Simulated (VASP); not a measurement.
Input of a VASP 6.6.1 run:

INCAR

```
ALGO     = Normal         # electronic algorithm
EDIFF    = 1E-7           # SCF threshold, eV
ENCUT    = 520            # plane-wave cutoff, eV
GGA      = PE             # functional
ISIF     = 2              # what is computed and relaxed
ISMEAR   = 0              # smearing method
LASPH    = True           # aspherical terms in the spheres
LCHARG   = False          # write CHGCAR
LREAL    = False          # projectors in reciprocal space
LWAVE    = False          # write WAVECAR
NBANDS   = 20             # bands
NELM     = 100            # most SCF steps
PREC     = Accurate       # precision mode
SIGMA    = 0.1            # smearing width, eV
```

The input KPOINTS:

```
k-points
0
Gamma
  4 4 4
```

File POSCAR:

```
Be3CdSe
1.0
    4.4070577682      0.0000000000      0.0000000000
    0.0000000000      4.4070577682      0.0000000000
    0.0000000000      0.0000000000      4.4070577682
Be Cd Se
3 1 1
Direct
    0.0000000000      0.5000000000      0.5000000000
    0.5000000000      0.0000000000      0.5000000000
    0.5000000000      0.5000000000      0.0000000000
    0.0000000000      0.0000000000      0.0000000000
    0.5000000000      0.5000000000      0.5000000000
```

Potentials or basis: VASP PAW PBE potentials, release 64 (Be, Cd, Se).

Command:

```console
$ cat potpaw_PBE.64/Be/POTCAR potpaw_PBE.64/Cd/POTCAR potpaw_PBE.64/Se/POTCAR > POTCAR
$ mpirun -np 1 vasp_std > vasp.out
```

**Question.** Predict the band gap on the k mesh.

**Answer.** Zero (band 12 reaches 4.48 eV, above the bottom of band 13 at 2.12 eV).

**Question.** What does it give for the pressure?

**Answer.** 0.2 GPa.
